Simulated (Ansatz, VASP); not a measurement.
**Two plane-wave programs on ZnSiP2**

INCAR

```
SYSTEM = ZnSiP2
PREC = Accurate
ENCUT = 520
EDIFF = 1E-7
ISMEAR = 0
SIGMA = 0.1
LREAL = .False.
LASPH = .True.
NELM = 100
ALGO = Normal
ISIF = 2
LWAVE = .False.
LCHARG = .False.
GGA = PS
NBANDS = 36
```

Contents of KPOINTS:

```
Automatic mesh
0
Gamma
  6 6 6
  0 0 0
```

The input POSCAR:

```
ZnSiP2
1.0
   -2.6867032364      2.6867032364      5.2300306318
    2.6867032364     -2.6867032364      5.2300306318
    2.6867032364      2.6867032364     -5.2300306318
Zn Si P
2 2 4
Direct
    0.0000000000      0.0000000000      0.0000000000
    0.7500000000      0.2500000000      0.5000000000
    0.5000000000      0.5000000000      0.0000000000
    0.2500000000      0.7500000000      0.5000000000
    0.3750000000      0.3923012000      0.5173012000
    0.8750000000      0.8576988000      0.4826988000
    0.6076988000      0.1250000000      0.9826988000
    0.1423012000      0.6250000000      0.0173012000
```

Input for Ansatz:

```yaml
crystal:
  lattice:
    - [-2.6867032364, 2.6867032364, 5.2300306318]
    - [2.6867032364, -2.6867032364, 5.2300306318]
    - [2.6867032364, 2.6867032364, -5.2300306318]
  atoms:
    - { symbol: Zn, position: [0.0, 0.0, 0.0] }
    - { symbol: Zn, position: [0.75, 0.25, 0.5] }
    - { symbol: Si, position: [0.5, 0.5, 0.0] }
    - { symbol: Si, position: [0.25, 0.75, 0.5] }
    - { symbol: P, position: [0.375, 0.3923012, 0.5173012] }
    - { symbol: P, position: [0.875, 0.8576988, 0.4826988] }
    - { symbol: P, position: [0.6076988, 0.125, 0.9826988] }
    - { symbol: P, position: [0.1423012, 0.625, 0.0173012] }
basis:
  ecutwfc: 420
kpoints:
  mp_grid: { grid: [6, 6, 6] }
hamiltonian:
  xc: pbesol
scf:
  occupations: { method: gaussian, width: 0.1 }
output:
  forces: true
  stress: true
  eigenvalues: true
```

Alike in both runs: task single point; functional PBEsol; k mesh 6 × 6 × 6; occupations gaussian, width 0.1 eV; no spin polarisation.

```csv
,VASP,Ansatz
version,VASP 6.6.1,Ansatz 0.2.0
potentials or method,"VASP PAW PBE potentials, release 64 (Zn, Si, P), cutoff 520 eV","scalar-relativistic, plane waves, PAW"
valence electrons in the cell,52,52
```

```csv
,VASP,Ansatz,Ansatz less VASP
gap on the k mesh at the Fermi level (eV),1.19,1.19,-0.001
least direct gap on the mesh (eV),1.19,1.19,-0.001
pressure (GPa),-0.6,-0.7,-0.14
rms of the force components (eV/Å),0.059,0.066,+0.0063
```

VASP's potentials were made for PBE, not for PBEsol. Atom by atom the forces differ by 0.006 eV/Å (rms over components).
